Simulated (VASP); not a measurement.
Wanted: the native input for a VASP 6.6.1 run.

```
Task                   : single point
Functional             : PBE
Potentials or basis    : VASP PAW PBE potentials, release 64 (Si)
Cutoff                 : 520 eV
k mesh                 : 7 × 7 × 4
Occupations            : fermi-dirac, width 0.1 eV
Spin                   : no spin polarisation
Dipole correction      : no
Further INCAR settings : ALGO = Normal; EDIFF = 1e-06; NBANDS = 11
```

The structure of Si lies in POSCAR:

```
Si
1.0
    2.7013333992      0.0000000000      0.0000000000
   -1.3506666996      2.3394233478      0.0000000000
    0.0000000000      0.0000000000      4.5535026513
Si
2
Direct
    0.3333333333      0.6666666667      0.2500000000
    0.6666666667      0.3333333333      0.7500000000
```

This isn't the form of Si at room conditions, which is diamond.

The input as run:

INCAR

```
PREC = Accurate ; ENCUT = 520
EDIFF = 1E-6 ; ISMEAR = -1
SIGMA = 0.1 ; LREAL = F
LASPH = T ; NELM = 100
ALGO = Normal ; ISIF = 2
LWAVE = F ; LCHARG = T
GGA = PE ; LELF = T
LVHAR = T ; NBANDS = 11
```

KPOINTS

```
Automatic mesh
0
Gamma
  7 7 4
```

Potentials or basis: VASP PAW PBE potentials, release 64 (Si).

Run with:

```sh
$ cat potpaw_PBE.64/Si/POTCAR > POTCAR
$ mpirun -np 1 vasp_std > vasp.out
```

It gave:

| Quantity | Value |
| --- | --- |
| Pressure | 0.2 GPa |
| Band gap on the k mesh | zero (bands 4 and 5 overlap by 11.16 eV) |

Caveat: the k points lie up to 0.38 Å⁻¹ apart, too coarse for converged energies and pressures of a metal.

Run time: 8.9 s on 1 thread of Intel Xeon 8259CL (shared host), peak memory 0.13 GiB.
